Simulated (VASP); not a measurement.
The system is Cu.

```
CELL_PARAMETERS angstrom
0.00000 1.80750 1.80750
1.80750 0.00000 1.80750
1.80750 1.80750 0.00000
ATOMIC_POSITIONS crystal
Cu 0.00000 0.00000 0.00000
```

- Program: VASP 6.6.1
- Task: relaxation of cell and atoms
- Functional: PBEsol-based global hybrid with 25 % exact exchange
- Potentials or basis: VASP PAW PBE potentials, release 64 (Cu)
- Cutoff: 600 eV
- k mesh: 7 × 7 × 7
- Occupations: fermi-dirac, width 0.05 eV
- Spin: no spin polarisation

At the start: pressure -4.1 GPa; volume 11.81 Å³/atom.

Task: How do energy, volume and symmetry change on relaxing?

Result: Over 3 steps the energy falls by 4.3 meV/atom and the volume is 11.48 Å³/atom (-2.8 %); space group Fm-3m (No. 225, to 0.1 Å) before and after.

Step by step:
| step | energy change (eV) | largest force (eV/Å) | pressure (GPa) | volume (Å³) |
| --- | --- | --- | --- | --- |
| 1 | 0.0000 | 0.0000 | -4.10 | 11.81 |
| 2 | -0.0030 | 0.0000 | 2.40 | 11.30 |
| 3 | -0.0043 | 0.0000 | -0.12 | 11.48 |

Final structure:
```
Cu
1.0
     0.00000    1.79040    1.79040
     1.79040    0.00000    1.79040
     1.79040    1.79040    0.00000
Cu
1
Direct
  0.00000 0.00000 0.00000
```

Caveat: the k points lie up to 0.43 Å⁻¹ apart in the final cell, too coarse for converged energies and pressures of a metal; the PAW data sets were made with another functional, which shifts forces and pressure a little.
